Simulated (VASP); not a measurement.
A run of VASP 6.6.1:

INCAR

```
PREC = Accurate
ENCUT = 520
EDIFF = 1E-8
ISMEAR = -1
SIGMA = 0.05
LREAL = False
LASPH = True
NELM = 100
ALGO = Normal
ISIF = 2
LWAVE = False
LCHARG = False
GGA = PS
IBRION = 8
NSW = 1
```

KPOINTS

```
Automatic mesh
0
Gamma
  6 6 6
```

File POSCAR:

```
GaSb3
1.0
    0.0000000000      3.7305950000      3.7305950000
    3.7305950000      0.0000000000      3.7305950000
    3.7305950000      3.7305950000      0.0000000000
Sb Ga
3 1
Direct
    0.5000000000      0.5000000000      0.5000000000
    0.7500000000      0.7500000000      0.7500000000
    0.2500000000      0.2500000000      0.2500000000
    0.0000000000      0.0000000000      0.0000000000
```

Potentials or basis: VASP PAW PBE potentials, release 64 (Sb, Ga_d).

Command:

```bash
$ cat potpaw_PBE.64/Sb/POTCAR potpaw_PBE.64/Ga_d/POTCAR > POTCAR
$ mpirun -np 1 vasp_std > vasp.out
```

Hardware: 1 thread of Intel Xeon 8259CL, on a shared host.

Estimate the wall time of this run.

Wall time 14 min on 1 thread of Intel Xeon 8259CL (shared host), peak memory 0.42 GiB. Counts: scf iterations 55, k points 16.
